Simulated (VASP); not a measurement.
# Pb7S8 (a cell with a defect) in VASP: a series of runs

Pb7S8 (a cell with a defect) is run at these levels: LDA; tasks: single point.

Everything below comes from runs of VASP 6.6.1. Logs are shortened: lines on timing, memory, paths and dates and some standing lists are left out, and cuts for length are marked.

## Step 1: The cell of the first run

The cell holds a defect, 15 atoms: a = 8.418 Å, b = 8.418 Å, c = 8.418 Å, α = 60.00°, β = 60.00°, γ = 60.00°.

## Step 2: Single point, LDA

Contents of INCAR:

```
PREC = Accurate
ENCUT = 520
EDIFF = 1E-6
ISMEAR = -1
SIGMA = 0.1
LREAL = Auto
LASPH = True
NELM = 60
ALGO = Normal
ISIF = 2
LWAVE = False
LCHARG = False
NBANDS = 86
```

Contents of KPOINTS:

```
regular mesh
0
Gamma
  2 2 2
```

Contents of POSCAR:

```
Pb7S8
1.0
    0.0000000000      5.9524036400      5.9524036400
    5.9524036400      0.0000000000      5.9524036400
    5.9524036400      5.9524036400      0.0000000000
Pb S
7 8
Direct
    0.0166485685      0.0056066426      0.0073415720
    0.0045476587     -0.0116177437      0.5043205538
   -0.0056653584      0.5137305339     -0.0247610056
    0.4804475928     -0.0004903901      0.0015304742
    0.4762038449      0.0380400110      0.4953539239
    0.4846770606      0.5061078990      0.0305326236
    0.6067458994      0.5172252566      0.5179920057
    0.2412872323      0.2275675646      0.2526266851
    0.2565653461      0.2425768794      0.7518064585
    0.2580553324      0.7509216058      0.2443727926
    0.2822253163      0.7411291752      0.7416015894
    0.7698369898      0.2481761301      0.2482974256
    0.7628748443      0.1984937634      0.7811232707
    0.7607897202      0.7812669942      0.1999388099
    0.7284784874      0.7356078762      0.7622876865
```

Potentials or basis: VASP PAW LDA potentials, release 64 (Pb_d, S).

The run is started by

```console
$ cat potpaw_LDA.64/Pb_d/POTCAR potpaw_LDA.64/S/POTCAR > POTCAR
$ mpirun -np 1 vasp_std > vasp.out
```

OUTCAR:

```text
PREC = Accurate
   ENCUT = 520
   EDIFF = 1E-6
   ISMEAR = -1
   LREAL = Auto
   LASPH = True
   NELM = 60
   ISIF = 2

 ion  position               nearest neighbor table
   1  0.017  0.006  0.007-   9 2.84  10 2.85  12 2.88  13 2.89  14 2.89  11 3.16   4 3.85   3 4.06
                             2 4.06   6 4.08   5 4.10
   2  0.005  0.988  0.504-   8 2.84  13 2.91  12 2.92  10 2.96  11 3.07  15 3.15   3 3.98   7 4.03
                             1 4.06   4 4.12
   3  0.994  0.514  0.975-  15 2.86  12 2.93  14 2.94   9 2.95  11 3.08   8 3.13   2 3.98   1 4.06
                             7 4.08   6 4.11
   4  0.480  1.000  0.002-  10 2.81   9 2.82   8 2.85  14 2.88  13 2.89  15 3.00   1 3.85   6 4.02
                             2 4.12   5 4.13
   5  0.476  0.038  0.495-   9 2.75   8 2.87  11 2.95  12 3.02  15 3.11  14 3.29   7 3.88   6 3.93
                             1 4.10   4 4.13
   6  0.485  0.506  0.031-  10 2.73  15 2.83  11 2.95  12 3.01   8 3.13  13 3.32   7 3.87   5 3.93
                             4 4.02   1 4.08   3 4.11
   7  0.607  0.517  0.518-  14 2.69  13 2.70  11 2.80  12 3.33   6 3.87   5 3.88   2 4.03   3 4.08

   8  0.241  0.228  0.253-   2 2.84   4 2.85   5 2.87   6 3.13   3 3.13
   9  0.257  0.243  0.752-   5 2.75   4 2.82   1 2.84   3 2.95
  10  0.258  0.751  0.244-   6 2.73   4 2.81   1 2.85   2 2.96
  11  0.282  0.741  0.742-   7 2.80   6 2.95   5 2.95   2 3.07   3 3.08   1 3.16
  12  0.770  0.248  0.248-   1 2.88   2 2.92   3 2.93   6 3.01   5 3.02   7 3.33
  13  0.763  0.198  0.781-   7 2.70   1 2.89   4 2.89   2 2.91   6 3.32
  14  0.761  0.781  0.200-   7 2.69   4 2.88   1 2.89   3 2.94   5 3.29
  15  0.728  0.736  0.762-   6 2.83   3 2.86   4 3.00   5 3.11   2 3.15

  LATTYP: Found a face centered cubic cell.
 ALAT       =    11.9048072800

  Lattice vectors:

 A1 = (   0.0000000000,   5.9524036400,   5.9524036400)
 A2 = (   5.9524036400,   0.0000000000,   5.9524036400)
 A3 = (   5.9524036400,   5.9524036400,   0.0000000000)

Analysis of symmetry for initial positions (statically):
=====================================================================
 Subroutine PRICEL returns:
 Original cell was already a primitive cell.

 Routine SETGRP: Setting up the symmetry group for a
 face centered cubic supercell.

 Subroutine GETGRP returns: Found  1 space group operations
 (whereof  1 operations were pure point group operations)
 out of a pool of 48 trial point group operations.

The static configuration has the point symmetry C_1 .

Analysis of symmetry for dynamics (positions and initial velocities):
=====================================================================
[... 138 lines left out ...]
     AMIX     =   0.40;   BMIX     =  1.00
     AMIX_MAG =   1.60;   BMIX_MAG =  1.00
  volume/ion in A,a.u.               =      28.12       189.76
  Fermi-wavevector in a.u.,A,eV,Ry     =   1.149450  2.172146 17.976497  1.321235
  Thomas-Fermi vector in A             =   2.286120
   LORBIT       =      0    0 simple, 1 ext, 2 COOP (PROOUT), +10 PAW based schemes
   GGA     = CA    functional components
   LHFCALC =     F    Hartree Fock is set to
   AEXX    =    0.0000 exact exchange contribution
   IVDW    =     0    specifies the selected vdW correction
   LEPSILON=     F    determine dielectric tensor
   LRPA    =     F    only Hartree local field effects (RPA)
 non-spin polarized calculation
  energy-cutoff  :      520.00
  volume of cell :      421.80
 maximum number of plane-waves:     11358
 NGX is ok and might be reduce to    64
   NGX = 31   NGY = 31   NGZ = 31

 number of electron     145.9999998 magnetization

 Free energy of the ion-electron system (eV)
  ---------------------------------------------------
  ext. energy  EPLUGINS =         0.00000000
  ---------------------------------------------------
  free energy    TOTEN  =       -72.38926742 eV

  energy without entropy =      -72.16752826  energy(sigma->0) =      -72.27839784

 E-fermi :   4.0935     XC(G=0):  -9.5253

 val. band max:        4.0617334751   @ k =   0.5000   0.5000   0.0000
 cond. band min:       4.1268196556   @ k =   0.5000   0.0000   0.5000
 fundamental gap:      0.0650861805
 Fermi energy:         4.0934642284

 k-point     1 :       0.0000    0.0000    0.0000
  band No.  band energies     occupation
      1     -12.4905      2.00000
      2     -12.4507      2.00000
      3     -12.4413      2.00000
      4     -12.4155      2.00000
      5     -12.4014      2.00000
      6     -12.3930      2.00000
[... 693 lines left out ...]
     84       8.1419      0.00000
     85       8.1820      0.00000
 [bands above 85 left out]

------------------------ aborting loop because EDIFF is reached ----------------------------------------

  FORCE on cell =-STRESS in cart. coord.  units (eV):
  Direction    XX          YY          ZZ          XY          YZ          ZX
  --------------------------------------------------------------------------------------
  -------------------------------------------------------------------------------------
  Total      -10.4135206     -9.1776665     -9.2970454     -0.2749970     -0.5376889     -0.0340415
  in kB      -39.5549689    -34.8606707    -35.3141224     -1.0445553     -2.0423707     -0.1293041
  external PRESSURE =     -36.5765873 kB  Pullay stress =       0.0000000 kB

 VOLUME and BASIS-vectors are now :
 -----------------------------------------------------------------------------
  energy-cutoff  :      520.00
  volume of cell :      421.80
      direct lattice vectors                 reciprocal lattice vectors
     0.000000000  5.952403640  5.952403640    -0.083999680  0.083999680  0.083999680
     5.952403640  0.000000000  5.952403640     0.083999680 -0.083999680  0.083999680
     5.952403640  5.952403640  0.000000000     0.083999680  0.083999680 -0.083999680

 POSITION                                       TOTAL-FORCE (eV/Angst)
 -----------------------------------------------------------------------------------
      0.07707      0.14280      0.13247         0.005781      0.031971      0.029226
      8.88517      3.02899      5.91032         0.027298      0.046209      0.019038
      8.86295     11.72370      8.97661         0.034958     -0.027159      0.036718
      5.95859      2.86893      8.80930        -0.114001      0.061251      0.064662
      3.17498      5.78310      3.06099        -0.007645      0.104967     -0.002013
      3.19430      3.06674      5.89755        -0.023957      0.006563      0.132413
      6.16203      6.69489      6.69033        -0.254842     -0.572139     -0.563698
      2.85831      2.93997      2.79081        -0.003191      0.081716      0.049857
      5.91897      6.00224      2.97110        -0.028442      0.094661      0.018251
      5.92439      2.99066      6.00584        -0.032387      0.027162      0.105775
      8.82581      6.09423      6.09142         0.153928     -0.057012     -0.052800
      2.95521      6.06035      6.05963         0.070355     -0.009661     -0.008887
      5.83108      9.19050      5.72245        -0.001865     -0.032738      0.159343
      5.84053      5.71864      9.17894        -0.003477      0.147705     -0.041287
      8.91608      8.87364      8.71483         0.177487      0.096504      0.053400
 -----------------------------------------------------------------------------------
    total drift:                                0.004438      0.012096      0.005764

  FREE ENERGIE OF THE ION-ELECTRON SYSTEM (eV)
  ---------------------------------------------------
  free  energy   TOTEN  =       -72.3892674171 eV

  energy  without entropy=      -72.1675282624  energy(sigma->0) =      -72.27839784
```

OSZICAR:

```text
N       E                     dE             d eps       ncg     rms          rms(c)
DAV:   1     0.177014634735E+04    0.17701E+04   -0.64737E+04  1376   0.178E+03
DAV:   2     0.223978466526E+03   -0.15462E+04   -0.15061E+04  1384   0.488E+02
DAV:   3    -0.506218147374E+02   -0.27460E+03   -0.26387E+03  1726   0.231E+02
DAV:   4    -0.747648198632E+02   -0.24143E+02   -0.23645E+02  1752   0.651E+01
DAV:   5    -0.756383593781E+02   -0.87354E+00   -0.86981E+00  1744   0.123E+01    0.127E+01
DAV:   6    -0.724390956581E+02    0.31993E+01   -0.82488E+00  2050   0.126E+01    0.814E+00
DAV:   7    -0.724222401309E+02    0.16856E-01   -0.19644E+00  1800   0.456E+00    0.408E+00
DAV:   8    -0.723991228508E+02    0.23117E-01   -0.30585E-01  1850   0.323E+00    0.488E-01
DAV:   9    -0.723887697948E+02    0.10353E-01   -0.47442E-02  1960   0.124E+00    0.264E-01
DAV:  10    -0.723891525462E+02   -0.38275E-03   -0.56233E-03  1756   0.302E-01    0.149E-01
DAV:  11    -0.723892556604E+02   -0.10311E-03   -0.43744E-04  2144   0.921E-02    0.564E-02
DAV:  12    -0.723892684440E+02   -0.12784E-04   -0.83178E-05  1734   0.483E-02    0.175E-02
DAV:  13    -0.723892677476E+02    0.69644E-06   -0.13621E-05  1608   0.206E-02    0.133E-02
DAV:  14    -0.723892674171E+02    0.33049E-06   -0.33519E-06  1240   0.951E-03
   1 F= -.72389267E+02 E0= -.72278398E+02  d E =-.221739E+00
```

Wall time 20 min (1 thread of Intel Xeon 8259CL, shared host); peak memory 0.52 GiB.

What came out:

- Free energy: -72.3893 eV
- Pressure: -3.7 GPa
- Largest force: 0.843 eV/Å
- Band gap on the k mesh: zero (bands 73 and 74 overlap by 0.29 eV)

Forces on the atoms (eV/Å):
```
Pb   0.006  0.032  0.029
Pb   0.027  0.046  0.019
Pb   0.035 -0.027  0.037
Pb  -0.114  0.061  0.065
Pb  -0.008  0.105 -0.002
Pb  -0.024  0.007  0.132
Pb  -0.255 -0.572 -0.564
S   -0.003  0.082  0.050
S   -0.028  0.095  0.018
S   -0.032  0.027  0.106
S    0.154 -0.057 -0.053
S    0.070 -0.010 -0.009
S   -0.002 -0.033  0.159
S   -0.003  0.148 -0.041
S    0.177  0.097  0.053
```

Stress tensor (GPa, compression positive):
```
-3.96 -0.10 -0.01
-0.10 -3.49 -0.20
-0.01 -0.20 -3.53
```

Caveat: the k points lie up to 0.46 Å⁻¹ apart; spin-orbit coupling is left out, which moves the levels of the heavy elements.

## Step 3: Single point, LDA

Contents of INCAR:

```
PREC = Accurate
ENCUT = 520
EDIFF = 1E-6
ISMEAR = -1
SIGMA = 0.1
LREAL = Auto
LASPH = T
NELM = 100
ALGO = Normal
ISIF = 2
LWAVE = F
LCHARG = T
GGA = CA
LELF = T
LVHAR = T
NBANDS = 86
```

Contents of KPOINTS:

```
Automatic mesh
0
Gamma
  2 2 2
```

Contents of POSCAR:

```
Pb7S8
1.0
    0.0000000000      5.9524036400      5.9524036400
    5.9524036400      0.0000000000      5.9524036400
    5.9524036400      5.9524036400      0.0000000000
Pb S
7 8
Direct
    0.0258541775      0.0048828174      0.0057560781
    0.0085257995     -0.0185760252      0.4999489584
    0.0056548584      0.5035399447     -0.0283814758
    0.4568501507      0.0077152866      0.0097979747
    0.4703851031      0.0490319571      0.4932318400
    0.4737076265      0.5012543135      0.0461403521
    0.7149565549      0.5475645129      0.5496960888
    0.2310382634      0.2364412908      0.2510232992
    0.2480188827      0.2539521161      0.7457475616
    0.2468160913      0.7457284936      0.2560276641
    0.3202889312      0.7235608101      0.7241622478
    0.7887595136      0.2407197305      0.2401935565
    0.7577671598      0.1765905109      0.8057474409
    0.7577098720      0.8056802411      0.1782264887
    0.7406780129      0.7184775695      0.7379841432
```

Potentials or basis: VASP PAW LDA potentials, release 64 (Pb_d, S).

The run is started by

```console
$ cat potpaw_LDA.64/Pb_d/POTCAR potpaw_LDA.64/S/POTCAR > POTCAR
$ mpirun -np 1 vasp_std > vasp.out
```

It took 18 min on 1 thread of Intel Xeon 8259CL, shared host; peak memory 0.52 GiB.

It converged, with:

```yaml
Free_energy: -72.1360 eV
Pressure: -2.9 GPa
Largest_force: 0.086 eV/Å
Band_gap_on_the_k_mesh: zero (bands 73 and 74 overlap by 0.25 eV)
```

Forces on the atoms (eV/Å):
```
Pb   0.003 -0.009 -0.004
Pb   0.030  0.014 -0.078
Pb   0.017 -0.062  0.010
Pb  -0.086 -0.001  0.003
Pb   0.011  0.051 -0.006
Pb  -0.008  0.000  0.049
Pb   0.040 -0.041 -0.053
S    0.046  0.005  0.044
S   -0.025  0.000  0.002
S   -0.018  0.005 -0.002
S    0.003 -0.001  0.009
S    0.005 -0.009 -0.009
S   -0.015 -0.015  0.053
S   -0.014  0.049 -0.017
S    0.012  0.012 -0.001
```

Stress tensor (GPa, compression positive):
```
-3.04 -0.12  0.05
-0.12 -2.89  0.69
 0.05  0.69 -2.79
```

Levels at points of the mesh, in eV from the Fermi level:
```tsv
k point	band 70	band 71	band 72	band 73	band 74	band 75	band 76	band 77
(0.00, 0.00, 0.00)	-1.16	-0.65	-0.62	-0.22	0.13	0.95	1.06	1.56
(0.50, 0.00, 0.00)	-1.18	-1.17	-0.91	-0.34	-0.04	1.70	2.28	2.34
(0.00, 0.50, 0.00)	-1.12	-1.09	-0.75	-0.28	0.32	1.88	2.08	2.49
(0.00, 0.00, 0.50)	-1.16	-1.08	-0.74	-0.28	0.33	1.91	2.06	2.46
(0.50, 0.50, 0.50)	-1.26	-1.18	-0.93	-0.33	-0.06	1.68	2.27	2.34
(0.50, 0.50, 0.00)	-0.65	-0.40	-0.27	0.17	0.39	1.27	1.90	2.00
(0.00, 0.50, 0.50)	-0.79	-0.65	-0.54	-0.35	-0.08	1.64	1.87	2.48
(0.50, 0.00, 0.50)	-0.61	-0.39	-0.16	0.16	0.39	1.22	1.86	2.07
```

Caveat: the k points lie up to 0.46 Å⁻¹ apart; spin-orbit coupling is left out, which moves the levels of the heavy elements.

The gap in the log of VASP goes by the Fermi energy; the results here count the filled bands.